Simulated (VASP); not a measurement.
Crystal: NaCu.

```
Na Cu
1.0
     2.94224    0.00000    0.00000
     0.00000    2.94224    0.00000
     0.00000    0.00000    4.04091
Na Cu
1 1
Cartesian
  0.0000 0.0000 0.0000
  1.4711 1.4711 2.0205
```

| Quantity | Value |
| --- | --- |
| Program | VASP 6.6.1 |
| Task | relaxation of cell and atoms |
| Functional | PBE |
| Potentials or basis | VASP PAW PBE potentials, release 64 (Na_pv, Cu) |
| Cutoff | 600 eV |
| k mesh | 9 × 9 × 7 |
| Occupations | fermi-dirac, width 0.05 eV |
| Spin | no spin polarisation |

At the start: pressure 3.0 GPa; volume 17.49 Å³/atom.

**Question.** How do energy, volume and symmetry change on relaxing?

**Answer.** Over 12 steps the energy falls by 36.5 meV/atom and the volume is 18.28 Å³/atom (+4.5 %); space group P4/mmm (No. 123, to 0.05 Å).

Step by step:
```csv
step,energy change (eV),largest force (eV/Å),pressure (GPa),volume (Å³)
1,0.0000,0.0000,3.04,34.98
2,-0.0316,0.0000,1.24,36.68
3,-0.0428,0.0000,-0.32,38.45
4,-0.0429,0.0000,-0.50,38.64
5,-0.0477,0.0000,-0.45,38.47
6,-0.0609,0.0000,-0.45,37.94
7,-0.0710,0.0000,-0.31,36.72
8,-0.0724,0.0000,-0.41,37.16
9,-0.0727,0.0000,-0.51,37.04
10,-0.0721,0.0000,0.54,36.06
11,-0.0731,0.0000,-0.10,36.67
12,-0.0731,0.0000,0.03,36.57
```

Final structure:
```cif
data_structure
_symmetry_space_group_name_H-M 'P 1'
_symmetry_Int_Tables_number 1
_cell_length_a 2.8243
_cell_length_b 2.8243
_cell_length_c 4.5847
_cell_angle_alpha 90.000
_cell_angle_beta 90.000
_cell_angle_gamma 90.000
_cell_volume 36.57
loop_
_atom_site_label
_atom_site_type_symbol
_atom_site_fract_x
_atom_site_fract_y
_atom_site_fract_z
_atom_site_occupancy
Na1 Na 0.00000 0.00000 0.00000 1
Cu1 Cu 0.50000 0.50000 0.50000 1
```
